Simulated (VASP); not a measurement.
# CrN2 (Pnnm) in VASP: settings compared

Aim: see how the results for CrN2 move with the level of theory and the settings. Levels: PBEsol, r2SCAN. Tasks: single point.

Everything below comes from runs of VASP 6.6.1. Logs are shortened: lines on timing, memory, paths and dates and some standing lists are left out, and cuts for length are marked.

## 1. The cell of the first run

Symmetry: Pnnm, No. 58, orthorhombic system. Conventional cell: a = 3.854 Å, b = 4.744 Å, c = 2.740 Å, α = 90.00°, β = 90.00°, γ = 90.00°. Within 2.9 Å of Cr (site symmetry 2/m) lie 12 N at 2.01 to 2.85 Å and 2 Cr at 2.74 Å. Within 1.8 Å of N (site symmetry m) lie 1 N at 1.35 Å.

## 2. Single point, PBEsol, collinear spin, ferromagnetic start

Contents of INCAR:

```
ALGO = Normal
EDIFF = 1E-6
ENCUT = 520
GGA = PS
ISIF = 2
ISMEAR = -1
ISPIN = 2
LASPH = True
LCHARG = False
LMAXMIX = 4
LORBIT = 11
LREAL = False
LWAVE = False
MAGMOM = 3 3 0 0 0 0
NBANDS = 35
NELM = 150
PREC = Accurate
SIGMA = 0.05
```

Contents of KPOINTS:

```
k-points
0
Gamma
  7 6 10
```

Contents of POSCAR:

```
CrN2
1.0
    3.8543775690      0.0000000000      0.0000000000
    0.0000000000      4.7436667648      0.0000000000
    0.0000000000      0.0000000000      2.7399956903
Cr N
2 4
Direct
    0.0000000000      0.0000000000      0.0000000000
    0.5000000000      0.5000000000      0.5000000000
    0.8645667020      0.5896060883      0.0000000000
    0.1354332980      0.4103939117      0.0000000000
    0.3645667020      0.9103939117      0.5000000000
    0.6354332980      0.0896060883      0.5000000000
```

Potentials or basis: VASP PAW PBE potentials, release 64 (Cr_pv, N).

On the command line:

```bash
$ cat potpaw_PBE.64/Cr_pv/POTCAR potpaw_PBE.64/N/POTCAR > POTCAR
$ mpirun -np 1 vasp_std > vasp.out
```

OUTCAR:

```text
EDIFF = 1E-6
   ENCUT = 520
   GGA = PS
   ISIF = 2
   ISMEAR = -1
   ISPIN = 2
   LASPH = True
   LORBIT = 11
   LREAL = False
   NELM = 150
   PREC = Accurate

 ion  position               nearest neighbor table
   1  0.000  0.000  0.000-   5 2.01   6 2.01   5 2.01   6 2.01   3 2.02   4 2.02
   2  0.500  0.500  0.500-   3 2.01   4 2.01   3 2.01   4 2.01   5 2.02   6 2.02
   3  0.865  0.590  0.000-   4 1.35   2 2.01   2 2.01   1 2.02
   4  0.135  0.410  0.000-   3 1.35   2 2.01   2 2.01   1 2.02
   5  0.365  0.910  0.500-   6 1.35   1 2.01   1 2.01   2 2.02
   6  0.635  0.090  0.500-   5 1.35   1 2.01   1 2.01   2 2.02

  LATTYP: Found a simple orthorhombic cell.
 ALAT       =     2.7399956903
 B/A-ratio  =     1.4067093546
 C/A-ratio  =     1.7312679657

  Lattice vectors:

 A1 = (   0.0000000000,   0.0000000000,   2.7399956903)
 A2 = (   3.8543775690,   0.0000000000,   0.0000000000)
 A3 = (   0.0000000000,   4.7436667648,   0.0000000000)

Analysis of symmetry for initial positions (statically):
=====================================================================
 Subroutine PRICEL returns:
 Original cell was already a primitive cell.

 Routine SETGRP: Setting up the symmetry group for a
 simple orthorhombic supercell.

 Subroutine GETGRP returns: Found  8 space group operations
 (whereof  4 operations were pure point group operations)
 out of a pool of  8 trial point group operations.

The static configuration has the point symmetry C_2h.
 The point group associated with its full space group is D_2h.

Analysis of symmetry for dynamics (positions and initial velocities):
=====================================================================
 Subroutine PRICEL returns:
 Original cell was already a primitive cell.

 Routine SETGRP: Setting up the symmetry group for a
 simple orthorhombic supercell.

 Subroutine GETGRP returns: Found  8 space group operations
 (whereof  4 operations were pure point group operations)
 out of a pool of  8 trial point group operations.

The dynamic configuration has the point symmetry C_2h.
 The point group associated with its full space group is D_2h.

Analysis of structural, dynamic, and magnetic symmetry:
=====================================================================
 Subroutine PRICEL returns:
 Original cell was already a primitive cell.

 Routine SETGRP: Setting up the symmetry group for a
 simple orthorhombic supercell.

 Subroutine GETGRP returns: Found  8 space group operations
 (whereof  4 operations were pure point group operations)
 out of a pool of  8 trial point group operations.

[... 144 lines left out ...]
 NGX is ok and might be reduce to    30
   NGX = 15   NGY = 17   NGZ = 11

 number of electron      44.0000012 magnetization       4.1825996

 Free energy of the ion-electron system (eV)
  ---------------------------------------------------
  ext. energy  EPLUGINS =         0.00000000
  ---------------------------------------------------
  free energy    TOTEN  =       -56.02421834 eV

  energy without entropy =      -56.01594992  energy(sigma->0) =      -56.02008413

 E-fermi :   8.5929     XC(G=0): -13.1371

 val. band max:        8.5857980651   @ k =   0.4286   0.3333   0.0000
 cond. band min:       8.6248667377   @ k =   0.0000   0.1667   0.4000
 fundamental gap:      0.0390686726
 Fermi energy:         8.5929230518

 spin component 1

 k-point     1 :       0.0000    0.0000    0.0000
  band No.  band energies     occupation
      1     -35.4374      1.00000
      2     -35.3885      1.00000
      3     -35.3281      1.00000
      4     -35.3045      1.00000
      5     -35.2565      1.00000
      6     -35.2425      1.00000
[... 877 lines left out ...]
     33      16.6329      0.00000
     34      17.3693      0.00000

 [... further k-points ...]

 spin component 2

 k-point     1 :       0.0000    0.0000    0.0000
  band No.  band energies     occupation
      1     -33.3334      1.00000
      2     -33.3178      1.00000
      3     -33.2644      1.00000
      4     -33.2489      1.00000
      5     -32.9465      1.00000
      6     -32.9007      1.00000
[... 877 lines left out ...]
     33      17.4368      0.00000
     34      17.8426      0.00000

 [... further k-points ...]

 [bands above 34 left out]

------------------------ aborting loop because EDIFF is reached ----------------------------------------

  FORCE on cell =-STRESS in cart. coord.  units (eV):
  Direction    XX          YY          ZZ          XY          YZ          ZX
  --------------------------------------------------------------------------------------
  -------------------------------------------------------------------------------------
  Total        0.1677201      0.0705698     -0.0261729     -0.0000000      0.0000000      0.0000000
  in kB        5.3638582      2.2568928     -0.8370364     -0.0000000      0.0000000      0.0000000
  external PRESSURE =       2.2612382 kB  Pullay stress =       0.0000000 kB

 VOLUME and BASIS-vectors are now :
 -----------------------------------------------------------------------------
  energy-cutoff  :      520.00
  volume of cell :       50.10
      direct lattice vectors                 reciprocal lattice vectors
     3.854377569  0.000000000  0.000000000     0.259445262  0.000000000  0.000000000
     0.000000000  4.743666765  0.000000000     0.000000000  0.210807388  0.000000000
     0.000000000  0.000000000  2.739995690     0.000000000  0.000000000  0.364964078

 POSITION                                       TOTAL-FORCE (eV/Angst)
 -----------------------------------------------------------------------------------
      0.00000      0.00000      0.00000         0.000000     -0.000000      0.000000
      1.92719      2.37183      1.37000         0.000000     -0.000000      0.000000
      3.33237      2.79689      0.00000        -0.055419      0.046579      0.000000
      0.52201      1.94677      0.00000         0.055419     -0.046579      0.000000
      1.40518      4.31861      1.37000        -0.055419     -0.046579      0.000000
      2.44920      0.42506      1.37000         0.055419      0.046579      0.000000
 -----------------------------------------------------------------------------------
    total drift:                               -0.000000      0.000000      0.000000

  FREE ENERGIE OF THE ION-ELECTRON SYSTEM (eV)
  ---------------------------------------------------
  free  energy   TOTEN  =       -56.0242183370 eV

  energy  without entropy=      -56.0159499232  energy(sigma->0) =      -56.02008413

 total charge

# of ion       s       p       d       tot
------------------------------------------
    1        0.349   6.427   4.196  10.973
    2        0.349   6.427   4.196  10.973
    3        1.247   2.524   0.000   3.771
    4        1.247   2.524   0.000   3.771
    5        1.247   2.524   0.000   3.771
    6        1.247   2.524   0.000   3.771
--------------------------------------------------
tot          5.688  22.949   8.393  37.030

 magnetization (x)

# of ion       s       p       d       tot
------------------------------------------
    1        0.011   0.023   2.103   2.137
    2        0.011   0.023   2.103   2.137
    3       -0.003  -0.070   0.000  -0.073
    4       -0.003  -0.070   0.000  -0.073
    5       -0.003  -0.070   0.000  -0.073
    6       -0.003  -0.070   0.000  -0.073
--------------------------------------------------
tot          0.011  -0.233   4.207   3.984
```

OSZICAR:

```text
N       E                     dE             d eps       ncg     rms          rms(c)
DAV:   1     0.503463775950E+03    0.50346E+03   -0.23152E+04 13448   0.143E+03
DAV:   2    -0.235779486807E+02   -0.52704E+03   -0.48940E+03 13835   0.440E+02
DAV:   3    -0.663466365612E+02   -0.42769E+02   -0.40967E+02 16443   0.133E+02
DAV:   4    -0.673787671336E+02   -0.10321E+01   -0.10255E+01 15763   0.202E+01
DAV:   5    -0.674048658869E+02   -0.26099E-01   -0.26053E-01 18181   0.280E+00    0.374E+01
DAV:   6    -0.684926367963E+02   -0.10878E+01   -0.11215E+02 17668   0.832E+01    0.388E+01
DAV:   7    -0.564131534923E+02    0.12079E+02   -0.68569E+01 15690   0.772E+01    0.134E+01
DAV:   8    -0.560195376060E+02    0.39362E+00   -0.52969E+00 16036   0.151E+01    0.490E+00
DAV:   9    -0.560192601219E+02    0.27748E-03   -0.36971E-01 17276   0.460E+00    0.214E+00
DAV:  10    -0.560249932260E+02   -0.57331E-02   -0.50281E-02 15640   0.147E+00    0.107E+00
DAV:  11    -0.560242366705E+02    0.75656E-03   -0.64647E-03 16195   0.438E-01    0.428E-01
DAV:  12    -0.560242305669E+02    0.61036E-05   -0.13577E-03 16572   0.347E-01    0.121E-01
DAV:  13    -0.560242253851E+02    0.51818E-05   -0.38427E-04 16797   0.131E-01    0.630E-02
DAV:  14    -0.560242184784E+02    0.69067E-05   -0.59898E-05 15350   0.489E-02    0.283E-02
DAV:  15    -0.560242183370E+02    0.14138E-06   -0.52995E-06 15202   0.172E-02
   1 F= -.56024218E+02 E0= -.56020084E+02  d E =-.826841E-02  mag=     4.1834
```

Wall time 5.6 min (1 thread of Intel Xeon 8259CL, shared host); peak memory 0.34 GiB.

What came out:

| Quantity | Value |
| --- | --- |
| Free energy | -56.0242 eV |
| Pressure | 0.2 GPa |
| Largest force | 0.072 eV/Å |
| Net moment | 4.18 μB per cell |
| Site moments | Cr +2.14; N -0.07 μB |
| Valence electrons inside the program's atomic spheres | Cr 10.97; N 3.77 |

Forces in eV/Å, atoms in the order of the input:
```
Cr   0.000  0.000  0.000
Cr   0.000  0.000  0.000
N   -0.055  0.047  0.000
N    0.055 -0.047  0.000
N   -0.055 -0.047  0.000
N    0.055  0.047  0.000
```

Stress tensor (GPa, compression positive):
```
 0.54  0.00  0.00
 0.00  0.23  0.00
 0.00  0.00 -0.08
```

Levels at points of the mesh, in eV from the Fermi level:
Spin up:
```csv
k point,band 22,band 23,band 24,band 25,band 26,band 27
"(0.00, 0.00, 0.00)",-1.07,-0.74,-0.72,-0.51,-0.36,3.36
"(0.00, 0.50, 0.00)",-1.06,-0.16,-0.16,0.28,0.28,3.05
"(0.00, 0.00, 0.50)",-1.06,0.44,0.44,0.85,0.85,2.94
"(0.00, 0.50, 0.50)",-1.14,-0.10,-0.10,0.86,0.86,2.40
```
Spin down:
| k point | band 16 | band 17 | band 18 | band 19 | band 20 | band 21 | band 22 | band 23 | band 24 | band 25 |
| --- | --- | --- | --- | --- | --- | --- | --- | --- | --- | --- |
| (0.00, 0.00, 0.00) | -4.01 | -3.56 | -3.12 | -1.77 | -1.71 | 0.42 | 0.44 | 1.15 | 1.59 | 2.16 |
| (0.00, 0.50, 0.00) | -3.83 | -2.43 | -2.43 | -1.57 | -1.57 | 0.88 | 0.88 | 1.83 | 1.83 | 2.30 |
| (0.00, 0.00, 0.50) | -5.80 | -1.95 | -1.95 | -1.53 | -1.53 | 1.43 | 1.43 | 1.67 | 1.67 | 2.68 |
| (0.00, 0.50, 0.50) | -6.02 | -1.19 | -1.19 | -0.08 | -0.08 | 0.84 | 0.84 | 1.34 | 1.34 | 2.65 |

Caveat: the PAW data sets were made with another functional, which shifts forces and pressure a little; only a ferromagnetic start was run, and an antiferromagnetic order may lie lower in energy. With open d or f shells a metallic result of PBEsol can be an artefact of self-interaction; +U or a hybrid may open a gap.

## 3. Single point, r2SCAN, collinear spin, ferromagnetic start

This run uses another cell than the first one, of 8.64 Å³/atom.

Contents of POSCAR:

```
CrN2
1.0
    3.8491672974      0.0000000000      0.0000000000
    0.0000000000      4.7903003264      0.0000000000
    0.0000000000      0.0000000000      2.8127136068
Cr N
2 4
Direct
    0.0000000000      0.0000000000      0.0000000000
    0.5000000000      0.5000000000      0.5000000000
    0.8648861255      0.5892944178      0.0000000000
    0.1351138745      0.4107055822      0.0000000000
    0.3648861255      0.9107055822      0.5000000000
    0.6351138745      0.0892944178      0.5000000000
```

Contents of INCAR.step1:

```
SYSTEM = CrN2
PREC = Accurate
ENCUT = 520
ISMEAR = -1
SIGMA = 0.05
LREAL = .FALSE.
LASPH = .TRUE.
NELM = 150
ISPIN = 2
MAGMOM = 3 3 0 0 0 0
LMAXMIX = 4
NBANDS = 35
GGA = PE
ALGO = Normal
EDIFF = 1E-4
LWAVE = .TRUE.
LCHARG = .FALSE.
```

Contents of INCAR.step2:

```
SYSTEM = CrN2
PREC = Accurate
ENCUT = 520
EDIFF = 1E-6
ISMEAR = -1
SIGMA = 0.05
LREAL = .FALSE.
LASPH = .TRUE.
NELM = 150
ALGO = Normal
ISIF = 2
LWAVE = .FALSE.
LCHARG = .FALSE.
ISPIN = 2
MAGMOM = 3 3 0 0 0 0
LORBIT = 11
LMAXMIX = 4
METAGGA = R2SCAN
LMIXTAU = .TRUE.
NBANDS = 35
ISTART = 1
```

Contents of KPOINTS:

```
regular mesh
0
G
  7 6 10
  0 0 0
```

Potentials or basis: VASP PAW PBE potentials, release 64 (Cr_pv, N).

On the command line:

```bash
$ cat potpaw_PBE.64/Cr_pv/POTCAR potpaw_PBE.64/N/POTCAR > POTCAR
$ cp INCAR.step1 INCAR
$ mpirun -np 1 vasp_std > vasp.out
$ cp INCAR.step2 INCAR
$ mpirun -np 1 vasp_std > vasp.out
```

Run time: 9.1 min. Hardware: 1 thread of Intel Xeon 6975P-C (Granite Rapids), shared host; peak memory 0.36 GiB.

It converged, with:

* Free energy: -68.3944 eV
* Pressure: 0.9 GPa
* Largest force: 0.121 eV/Å
* Net moment: 4.33 μB per cell
* Site moments: Cr +2.49; N -0.16 μB
* Valence electrons inside the program's atomic spheres: Cr 11.02; N 3.81

Forces on the atoms (eV/Å):
```
Cr   0.000  0.000  0.000
Cr   0.000  0.000  0.000
N   -0.093  0.077  0.000
N    0.093 -0.077  0.000
N   -0.093 -0.077  0.000
N    0.093  0.077  0.000
```

Stress tensor (GPa, compression positive):
```
1.33 0.00 0.00
0.00 0.83 0.00
0.00 0.00 0.47
```

Levels at points of the mesh, in eV from the Fermi level:
Spin up:
| k point | band 20 | band 21 | band 22 | band 23 | band 24 | band 25 | band 26 | band 27 | band 28 | band 29 |
| --- | --- | --- | --- | --- | --- | --- | --- | --- | --- | --- |
| (0.00, 0.00, 0.00) | -2.62 | -1.71 | -1.51 | -1.28 | -1.15 | -1.06 | -0.90 | 1.26 | 1.30 | 3.34 |
| (0.00, 0.50, 0.00) | -2.38 | -1.60 | -1.60 | -0.91 | -0.91 | 0.09 | 0.09 | 1.28 | 1.28 | 3.23 |
| (0.00, 0.00, 0.50) | -2.30 | -1.65 | -1.65 | 0.19 | 0.19 | 0.46 | 0.46 | 1.26 | 1.26 | 2.79 |
| (0.00, 0.50, 0.50) | -1.74 | -0.90 | -0.90 | -0.01 | -0.01 | 0.21 | 0.21 | 1.26 | 1.26 | 2.45 |
Spin down:
```
           k point  band 18  band 19  band 20  band 21  band 22  band 23
(0.00, 0.00, 0.00)    -3.52    -1.81    -1.80     1.12     1.32     1.95
(0.00, 0.50, 0.00)    -2.31    -1.65    -1.65     1.62     1.62     2.56
(0.00, 0.00, 0.50)    -2.07    -1.43    -1.43     2.30     2.30     2.34
(0.00, 0.50, 0.50)    -1.26    -0.32    -0.32     1.77     1.77     2.19
```

Caveat: the PAW data sets were made with another functional, which shifts forces and pressure a little; only a ferromagnetic start was run, and an antiferromagnetic order may lie lower in energy. With open d or f shells a metallic result of r2SCAN can be an artefact of self-interaction; +U or a hybrid may open a gap.

## 4. Single point, r2SCAN, collinear spin, ferromagnetic start

This run uses another cell than the first one, of 8.71 Å³/atom.

Contents of POSCAR:

```
CrN2
1.0
    3.9017860000      0.0000000000      0.0000000000
    0.0000000000      4.8095120000      0.0000000000
    0.0000000000      0.0000000000      2.7841700000
Cr N
2 4
Direct
    0.0000000000      0.0000000000      0.0000000000
    0.5000000000      0.5000000000      0.5000000000
    0.8661700000      0.5887750000      0.0000000000
    0.1338300000      0.4112250000      0.0000000000
    0.3661700000      0.9112250000      0.5000000000
    0.6338300000      0.0887750000      0.5000000000
```

Contents of INCAR.step1:

```
SYSTEM = CrN2
  PREC = Accurate
  ENCUT = 520
  ISMEAR = -1
  SIGMA = 0.05
  LREAL = .False.
  LASPH = .True.
  NELM = 150
  ISPIN = 2
  MAGMOM = 3 3 0 0 0 0
  LMAXMIX = 4
  NBANDS = 35
  GGA = PE
  ALGO = Normal
  EDIFF = 1E-4
  LWAVE = .True.
  LCHARG = .False.
```

Contents of INCAR.step2:

```
SYSTEM = CrN2
  PREC = Accurate
  ENCUT = 520
  EDIFF = 1E-6
  ISMEAR = -1
  SIGMA = 0.05
  LREAL = .False.
  LASPH = .True.
  NELM = 150
  ALGO = Normal
  ISIF = 2
  LWAVE = .False.
  LCHARG = .True.
  ISPIN = 2
  MAGMOM = 3 3 0 0 0 0
  LORBIT = 11
  LMAXMIX = 4
  METAGGA = R2SCAN
  LMIXTAU = .True.
  LELF = .True.
  LVHAR = .True.
  NBANDS = 35
  ISTART = 1
```

Contents of KPOINTS:

```
regular mesh
0
Gamma
  7 6 10
  0 0 0
```

On the command line:

```bash
$ cat potpaw_PBE.64/Cr_pv/POTCAR potpaw_PBE.64/N/POTCAR > POTCAR
$ cp INCAR.step1 INCAR
$ mpirun -np 1 vasp_std > vasp.out
$ cp INCAR.step2 INCAR
$ mpirun -np 1 vasp_std > vasp.out
```

Wall time 40 min (1 thread of Oxide Virtual Turin-like, shared host); peak memory 0.33 GiB.

The run converged. Its results:

```
Free energy                                           : -68.3793 eV
Pressure                                              : -1.9 GPa
Largest force                                         : 0.081 eV/Å
Net moment                                            : 4.38 μB per cell
Site moments                                          : Cr +2.50; N -0.15 μB
Valence electrons inside the program's atomic spheres : Cr 11.01; N 3.80
```

Forces on the atoms (eV/Å):
```
Cr   0.000  0.000  0.000
Cr   0.000  0.000  0.000
N   -0.061  0.053  0.000
N    0.061 -0.053  0.000
N   -0.061 -0.053  0.000
N    0.061  0.053  0.000
```

Stress tensor (GPa, compression positive):
```
-4.96  0.00  0.00
 0.00 -2.67  0.00
 0.00  0.00  2.00
```

Levels at points of the mesh, in eV from the Fermi level:
Spin up:
| k point | band 21 | band 22 | band 23 | band 24 | band 25 | band 26 | band 27 | band 28 |
| --- | --- | --- | --- | --- | --- | --- | --- | --- |
| (0.00, 0.00, 0.00) | -1.74 | -1.53 | -1.23 | -1.14 | -1.10 | -0.98 | 1.26 | 1.29 |
| (0.00, 0.50, 0.00) | -1.62 | -1.62 | -0.89 | -0.89 | 0.04 | 0.04 | 1.27 | 1.27 |
| (0.00, 0.00, 0.50) | -1.66 | -1.66 | 0.26 | 0.26 | 0.38 | 0.38 | 1.25 | 1.25 |
| (0.00, 0.50, 0.50) | -0.96 | -0.96 | 0.03 | 0.03 | 0.28 | 0.28 | 1.25 | 1.25 |
Spin down:
| k point | band 18 | band 19 | band 20 | band 21 | band 22 | band 23 |
| --- | --- | --- | --- | --- | --- | --- |
| (0.00, 0.00, 0.00) | -3.44 | -1.65 | -1.60 | 1.07 | 1.27 | 1.93 |
| (0.00, 0.50, 0.00) | -2.30 | -1.48 | -1.48 | 1.58 | 1.58 | 2.55 |
| (0.00, 0.00, 0.50) | -2.00 | -1.48 | -1.48 | 2.28 | 2.28 | 2.32 |
| (0.00, 0.50, 0.50) | -1.31 | -0.26 | -0.26 | 1.72 | 1.72 | 2.21 |

Caveat: the PAW data sets were made with another functional, which shifts forces and pressure a little; only a ferromagnetic start was run, and an antiferromagnetic order may lie lower in energy.

## 5. Summary

```csv
level,cell,gap on the mesh (eV),pressure (GPa),moment (μB),largest force (eV/Å)
PBEsol,"a = 3.854, b = 4.744, c = 2.740 Å, 6 atoms",none,0.2,4.18,0.07
r2SCAN,"a = 3.849, b = 4.790, c = 2.813 Å, 6 atoms",none,0.9,4.33,0.12
r2SCAN,"a = 3.902, b = 4.810, c = 2.784 Å, 6 atoms",none,-1.9,4.38,0.08
```

Alike in all rows: task single point; potentials or basis VASP PAW PBE potentials, release 64 (Cr_pv, N); spin collinear, ferromagnetic start; k mesh 7 × 6 × 10; cutoff (eV) 520; smearing fermi-dirac 0.05 eV.

Caveats: the PAW data sets were made with another functional, which shifts forces and pressure a little; only a ferromagnetic start was run, and an antiferromagnetic order may lie lower in energy.

Absolute energies hang on the potentials; compare differences alone.
